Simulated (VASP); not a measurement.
Wanted: the native input for a VASP 6.6.1 run.

| Quantity | Value |
| --- | --- |
| Task | single point |
| Functional | LDA |
| Potentials or basis | VASP PAW LDA potentials, release 64 (Ag) |
| Cutoff | 400 eV |
| k mesh | 4 × 7 × 4 |
| Occupations | fermi-dirac, width 0.08 eV |
| Spin | no spin polarisation |
| Dipole correction | no |
| Further INCAR settings | ALGO = Normal; EDIFF = 1e-06; NBANDS = 30 |

The structure of Ag lies in POSCAR:

```
Ag
1.0
    5.8600000000      0.0000000000      0.0000000000
   -1.4650000000      2.5374544331      0.0000000000
    0.0000000000      0.0000000000      4.7900000000
Ag
4
Direct
    0.1668372919      0.6646720343      0.2304225470
    0.6606998247      0.6489003225      0.2640509395
    0.3320929212      0.3427348246      0.7510463466
    0.8403701462      0.3436928713      0.7544799582
```

One way to write it, as run:

INCAR

```
PREC = Accurate
ENCUT = 400
EDIFF = 1E-6
ISMEAR = -1
SIGMA = 0.08
LREAL = False
LASPH = True
NELM = 120
ALGO = Normal
ISIF = 2
LWAVE = False
LCHARG = False
NBANDS = 30
GGA_COMPAT = False
```

KPOINTS

```
Automatic mesh
0
Gamma
  4 7 4
```

Potentials or basis: VASP PAW LDA potentials, release 64 (Ag).

Run with:

```bash
$ cat potpaw_LDA.64/Ag/POTCAR > POTCAR
$ mpirun -np 1 vasp_std > vasp.out
```

It gave:

```yaml
Pressure: -10.5 GPa
Largest_force: 0.387 eV/Å
Band_gap_on_the_k_mesh: zero (band 22 reaches 9.57 eV, above the bottom of band 23 at 5.37 eV)
```

Wall time 63 s on 1 thread of AMD EPYC 7R13 (shared host), peak memory 0.15 GiB.
